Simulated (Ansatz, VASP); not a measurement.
Ga: VASP beside Ansatz

```
CELL_PARAMETERS angstrom
2.28503 -3.87270 0.00000
2.28503 3.87270 0.00000
0.00000 0.00000 4.57614
ATOMIC_POSITIONS crystal
Ga 0.15250 0.84750 0.07850
Ga 0.65250 0.34750 0.42150
Ga 0.84750 0.15250 0.92150
Ga 0.34750 0.65250 0.57850
```

Change from the starting cell: volume scaled by 1.04, crystal datasets.

Alike in both runs: task electric field gradients; functional PBE; k mesh 9 × 9 × 8; occupations fermi-dirac, width 0.05 eV; no spin polarisation.

|  | VASP | Ansatz |
| --- | --- | --- |
| version | VASP 6.6.1 | Ansatz 0.2.0 |
| potentials or method | VASP PAW PBE potentials, release 64 (Ga_d), cutoff 520 eV | all-electron PAW with datasets made for the crystal, scalar-relativistic |

```csv
,VASP,Ansatz,Ansatz less VASP
pressure (GPa),0.2,0.1,-0.11
"traceless stress, the component that is largest in VASP (GPa)",1.25,1.22,-0.031
rms of the force components (eV/Å),0.239,0.239,-0.0004
size of Vzz on the site where it differs most (V/Å²),49.3,52.2,+2.92
```

Atom by atom the forces differ by 0.000 eV/Å (rms over components). Ansatz ran all-electron here, and VASP with PAW potentials.
